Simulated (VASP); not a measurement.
# PbF2 (Fluorocronite) in VASP: further runs, part 2 of 2

VASP 6.6.1.

## (3) Single point, r2SCAN (strain -1.7%)

The input, POSCAR:

```
PbF2
1.0
    0.0000000000      2.8951403811      2.8951403811
    2.8951403811      0.0000000000      2.8951403811
    2.8951403811      2.8951403811      0.0000000000
Pb F
1 2
Direct
    0.0000000000      0.0000000000      0.0000000000
    0.2500000000      0.2500000000      0.2500000000
    0.7500000000      0.7500000000      0.7500000000
```

The input, INCAR.step1:

```
PREC = Accurate ; ENCUT = 660
ISMEAR = 0 ; SIGMA = 0.01
LREAL = False ; LASPH = True
NELM = 120 ; NBANDS = 21
GGA = PE ; ALGO = Normal
EDIFF = 1E-5 ; LWAVE = True
LCHARG = False ; GGA_COMPAT = False
```

The input, INCAR.step2:

```
PREC = Accurate ; ENCUT = 660
EDIFF = 1E-6 ; ISMEAR = 0
SIGMA = 0.01 ; LREAL = False
LASPH = True ; NELM = 120
ALGO = Normal ; ISIF = 2
LWAVE = False ; LCHARG = True
METAGGA = R2SCAN ; LMIXTAU = True
LELF = True ; LVHAR = True
NBANDS = 21 ; ISTART = 1
GGA_COMPAT = False
```

The input, KPOINTS:

```
regular mesh
0
Gamma
  8 8 8
```

Potentials or basis: VASP PAW PBE potentials, release 64 (Pb_d, F).

The run is started by

```
$ cat potpaw_PBE.64/Pb_d/POTCAR potpaw_PBE.64/F/POTCAR > POTCAR
$ cp INCAR.step1 INCAR
$ mpirun -np 1 vasp_std > vasp.out
$ cp INCAR.step2 INCAR
$ mpirun -np 1 vasp_std > vasp.out
```

OUTCAR:

```text
PREC = Accurate
   ENCUT = 660
   EDIFF = 1E-6
   ISMEAR = 0
   LREAL = False
   LASPH = True
   NELM = 120
   ISIF = 2
   METAGGA = R2SCAN
   ISTART = 1

 ion  position               nearest neighbor table
   1  0.000  0.000  0.000-   2 2.51   3 2.51   3 2.51   3 2.51   3 2.51   2 2.51   2 2.51   2 2.51

   2  0.250  0.250  0.250-   1 2.51   1 2.51   1 2.51   1 2.51
   3  0.750  0.750  0.750-   1 2.51   1 2.51   1 2.51   1 2.51

  LATTYP: Found a face centered cubic cell.
 ALAT       =     5.7902807622

  Lattice vectors:

 A1 = (   0.0000000000,   2.8951403811,   2.8951403811)
 A2 = (   2.8951403811,   0.0000000000,   2.8951403811)
 A3 = (   2.8951403811,   2.8951403811,   0.0000000000)

Analysis of symmetry for initial positions (statically):
=====================================================================
 Subroutine PRICEL returns:
 Original cell was already a primitive cell.

 Routine SETGRP: Setting up the symmetry group for a
 face centered cubic supercell.

[... 158 lines left out ...]

 number of electron      27.9999999 magnetization

 Free energy of the ion-electron system (eV)
  ---------------------------------------------------
  ext. energy  EPLUGINS =         0.00000000
  ---------------------------------------------------
  free energy    TOTEN  =       -70.10451097 eV

  energy without entropy =      -70.10451097  energy(sigma->0) =      -70.10451097

 E-fermi :   2.5407     XC(G=0): -10.3927

 val. band max:        2.4473805857   @ k =  -0.2500   0.5000   0.2500
 cond. band min:       7.3448357767   @ k =   0.5000   0.5000   0.0000
 fundamental gap:      4.8974551909
 Fermi energy:         2.5407044172

 k-point     1 :       0.0000    0.0000    0.0000
  band No.  band energies     occupation
      1     -20.5875      2.00000
      2     -19.8705      2.00000
      3     -12.5595      2.00000
      4     -12.5595      2.00000
      5     -12.5595      2.00000
      6     -12.4731      2.00000
[... 565 lines left out ...]
     20      19.7251      0.00000
     21      19.9450      0.00000

 [... further k-points ...]
[... 5 lines left out ...]
  --------------------------------------------------------------------------------------
  -------------------------------------------------------------------------------------
  Total        1.8059270      1.8059270      1.8059270      0.0000000     -0.0000000      0.0000000
  in kB       59.6172437     59.6172437     59.6172437      0.0000000     -0.0000000      0.0000000
  external PRESSURE =      59.6172437 kB  Pullay stress =       0.0000000 kB

 VOLUME and BASIS-vectors are now :
 -----------------------------------------------------------------------------
  energy-cutoff  :      660.00
  volume of cell :       48.53
      direct lattice vectors                 reciprocal lattice vectors
     0.000000000  2.895140381  2.895140381    -0.172703197  0.172703197  0.172703197
     2.895140381  0.000000000  2.895140381     0.172703197 -0.172703197  0.172703197
     2.895140381  2.895140381  0.000000000     0.172703197  0.172703197 -0.172703197

 POSITION                                       TOTAL-FORCE (eV/Angst)
 -----------------------------------------------------------------------------------
      0.00000      0.00000      0.00000         0.000000      0.000000      0.000000
      1.44757      1.44757      1.44757        -0.000000     -0.000000      0.000000
      4.34271      4.34271      4.34271         0.000000      0.000000     -0.000000
 -----------------------------------------------------------------------------------
    total drift:                                0.000000      0.000000      0.000000

  FREE ENERGIE OF THE ION-ELECTRON SYSTEM (eV)
  ---------------------------------------------------
  free  energy   TOTEN  =       -70.1045109735 eV

  energy  without entropy=      -70.1045109735  energy(sigma->0) =      -70.10451097
```

OSZICAR.step1:

```text
N       E                     dE             d eps       ncg     rms          rms(c)
DAV:   1     0.333069827420E+03    0.33307E+03   -0.16964E+04  1226   0.186E+03
DAV:   2     0.153889235338E+02   -0.31768E+03   -0.29850E+03  1306   0.485E+02
DAV:   3    -0.151071960945E+02   -0.30496E+02   -0.30146E+02  1413   0.153E+02
DAV:   4    -0.159866641529E+02   -0.87947E+00   -0.87881E+00  1403   0.267E+01
DAV:   5    -0.160154809680E+02   -0.28817E-01   -0.28814E-01  1600   0.511E+00    0.787E+00
DAV:   6    -0.142067411153E+02    0.18087E+01   -0.80269E+00  1691   0.234E+01    0.248E+00
DAV:   7    -0.142133532604E+02   -0.66121E-02   -0.41155E-01  1288   0.408E+00    0.151E+00
DAV:   8    -0.142147100456E+02   -0.13568E-02   -0.93474E-02  1288   0.356E+00    0.552E-01
DAV:   9    -0.142109896533E+02    0.37204E-02   -0.17816E-02  1697   0.114E+00    0.101E-01
DAV:  10    -0.142120648584E+02   -0.10752E-02   -0.13681E-03  1268   0.249E-01    0.298E-02
DAV:  11    -0.142120899486E+02   -0.25090E-04   -0.74267E-05  1373   0.771E-02    0.108E-02
DAV:  12    -0.142120955613E+02   -0.56128E-05   -0.23742E-05  1191   0.532E-02
   1 F= -.14212096E+02 E0= -.14212096E+02  d E =-.770091-124
```

Run time: 2.1 min. Hardware: 1 thread of Intel Xeon Platinum 8259CL at 2.50GHz (Skylake/Cascade Lake), shared host; peak memory 0.23 GiB.

What came out:

```
Free energy            : -70.1045 eV
Pressure               : 6.0 GPa
Band gap on the k mesh : 4.90 eV, indirect (least direct gap 5.05 eV)
```

Caveat: the cell differs from its parent crystal (strain -1.7%); the PAW data sets were made with another functional, which shifts forces and pressure a little; spin-orbit coupling is left out, which moves the levels of the heavy elements. A k mesh can miss the band edges.

## (4) Single point, PBE (uniaxial y strain +2.6%)

The input, INCAR:

```
SYSTEM = PbF2
ALGO = Normal
EDIFF = 1E-6
ENCUT = 600
GGA = PE
GGA_COMPAT = .FALSE.
ISIF = 2
ISMEAR = -1
LASPH = .TRUE.
LCHARG = .TRUE.
LELF = .TRUE.
LREAL = .FALSE.
LVHAR = .TRUE.
LWAVE = .FALSE.
NBANDS = 21
NELM = 120
PREC = Accurate
SIGMA = 0.02
```

The input, KPOINTS:

```
k-points
0
G
  8 8 8
  0 0 0
```

The input, POSCAR:

```
PbF2
1.0
    0.0000000000      3.0212209756      2.9458082836
    2.9458082836      0.0000000000      2.9458082836
    2.9458082836      3.0212209756      0.0000000000
Pb F
1 2
Direct
    0.0000000000      0.0000000000      0.0000000000
    0.2500000000      0.2500000000      0.2500000000
    0.7500000000      0.7500000000      0.7500000000
```

The run is started by

```
$ cat potpaw_PBE.64/Pb_d/POTCAR potpaw_PBE.64/F/POTCAR > POTCAR
$ mpirun -np 1 vasp_std > vasp.out
```

It took 62 s on 1 thread of Intel Xeon Platinum 8259CL at 2.50GHz (Skylake/Cascade Lake), shared host; peak memory 0.24 GiB.

Results (log left out):

- Free energy: -14.3396 eV
- Pressure: 1.9 GPa
- Band gap on the k mesh: 4.36 eV, indirect (least direct gap 4.53 eV)

Stress tensor (GPa, compression positive):
```
2.31 0.00 0.00
0.00 0.96 0.00
0.00 0.00 2.31
```

Levels at points of the mesh, in eV from the valence-band top:
| k point | band 10 | band 11 | band 12 | band 13 | band 14 | band 15 | band 16 | band 17 | band 18 | band 19 |
| --- | --- | --- | --- | --- | --- | --- | --- | --- | --- | --- |
| (0.00, 0.00, 0.00) | -2.47 | -2.42 | -2.07 | -1.90 | -1.90 | 6.71 | 6.71 | 6.83 | 10.60 | 14.87 |
| (0.50, 0.00, 0.00) | -2.68 | -2.61 | -2.14 | -2.11 | -0.05 | 5.00 | 7.60 | 7.64 | 13.19 | 13.61 |
| (0.50, 0.50, 0.00) | -3.52 | -1.61 | -1.50 | -1.49 | -0.22 | 4.36 | 7.74 | 7.93 | 8.96 | 14.22 |
| (0.50, 0.00, 0.50) | -3.48 | -1.61 | -1.51 | -1.51 | -0.08 | 4.45 | 7.87 | 7.87 | 8.95 | 14.00 |

Caveat: the cell differs from its parent crystal (uniaxial y strain +2.6%); spin-orbit coupling is left out, which moves the levels of the heavy elements.

## (5) Single point, r2SCAN (uniaxial y strain +2.6%)

POSCAR is that of step 4.

The input, INCAR.step1:

```
PREC     = Accurate       # precision mode
ENCUT    = 660            # plane-wave cutoff, eV
ISMEAR   = 0              # smearing method
SIGMA    = 0.01           # smearing width, eV
LREAL    = False          # projectors in reciprocal space
LASPH    = True           # aspherical terms in the spheres
NELM     = 120            # most SCF steps
NBANDS   = 21             # bands
GGA      = PE             # functional
ALGO     = Normal         # electronic algorithm
EDIFF    = 1E-5           # SCF threshold, eV
LWAVE    = True           # write WAVECAR
LCHARG   = False          # write CHGCAR
GGA_COMPAT= False
```

The input, INCAR.step2:

```
PREC     = Accurate       # precision mode
ENCUT    = 660            # plane-wave cutoff, eV
EDIFF    = 1E-6           # SCF threshold, eV
ISMEAR   = 0              # smearing method
SIGMA    = 0.01           # smearing width, eV
LREAL    = False          # projectors in reciprocal space
LASPH    = True           # aspherical terms in the spheres
NELM     = 120            # most SCF steps
ALGO     = Normal         # electronic algorithm
ISIF     = 2              # what is computed and relaxed
LWAVE    = False          # write WAVECAR
LCHARG   = False          # write CHGCAR
METAGGA  = R2SCAN         # meta-GGA
LMIXTAU  = True         
NBANDS   = 21             # bands
ISTART   = 1            
GGA_COMPAT= False
```

The input, KPOINTS:

```
Automatic mesh
0
Gamma
  8 8 8
```

The run is started by

```
$ cat potpaw_PBE.64/Pb_d/POTCAR potpaw_PBE.64/F/POTCAR > POTCAR
$ cp INCAR.step1 INCAR
$ mpirun -np 1 vasp_std > vasp.out
$ cp INCAR.step2 INCAR
$ mpirun -np 1 vasp_std > vasp.out
```

Wall time 3.9 min (1 thread of Intel Xeon Platinum 8259CL at 2.50GHz (Skylake/Cascade Lake), shared host); peak memory 0.26 GiB.

The run converged. Its results:

```
Free energy            : -70.1648 eV
Pressure               : -1.0 GPa
Band gap on the k mesh : 4.88 eV, indirect (least direct gap 5.05 eV)
```

Stress tensor (GPa, compression positive):
```
-0.49  0.00  0.00
 0.00 -1.87  0.00
 0.00  0.00 -0.49
```

Levels at points of the mesh, in eV from the valence-band top:
| k point | band 11 | band 12 | band 13 | band 14 | band 15 | band 16 | band 17 | band 18 |
| --- | --- | --- | --- | --- | --- | --- | --- | --- |
| (0.00, 0.00, 0.00) | -2.59 | -2.23 | -2.06 | -2.06 | 7.23 | 7.23 | 7.36 | 10.65 |
| (0.50, 0.00, 0.00) | -2.76 | -2.31 | -2.28 | -0.08 | 5.35 | 8.18 | 8.21 | 13.42 |
| (0.50, 0.50, 0.00) | -1.78 | -1.67 | -1.66 | -0.22 | 4.88 | 8.29 | 8.49 | 9.08 |
| (0.50, 0.00, 0.50) | -1.77 | -1.68 | -1.68 | -0.08 | 4.97 | 8.42 | 8.42 | 9.07 |

Caveat: the cell differs from its parent crystal (uniaxial y strain +2.6%); the PAW data sets were made with another functional, which shifts forces and pressure a little; spin-orbit coupling is left out, which moves the levels of the heavy elements.

## (6) Summary

| level | cell | cutoff (eV) | smearing | gap on the mesh (eV) | pressure (GPa) |
| --- | --- | --- | --- | --- | --- |
| PBE | a = 4.094 Å, angles 60.0°, 3 atoms | 600 | fermi-dirac 0.02 eV | 4.39 | 9.0 |
| r2SCAN | a = 4.094 Å, angles 60.0°, 3 atoms | 660 | gaussian 0.01 eV | 4.90 | 6.0 |
| PBE | a = 4.220, b = 4.166 Å, angles 60.4, 59.2, 60.4°, 3 atoms | 600 | fermi-dirac 0.02 eV | 4.36 | 1.9 |
| r2SCAN | a = 4.220, b = 4.166 Å, angles 60.4, 59.2, 60.4°, 3 atoms | 660 | gaussian 0.01 eV | 4.88 | -1.0 |

Alike in all rows: task single point; potentials or basis VASP PAW PBE potentials, release 64 (Pb_d, F); no spin polarisation; k mesh 8 × 8 × 8.

Caveats: spin-orbit coupling is left out, which moves the levels of the heavy elements; the PAW data sets were made with another functional, which shifts forces and pressure a little (some runs).

Absolute energies hang on the potentials; compare differences alone.
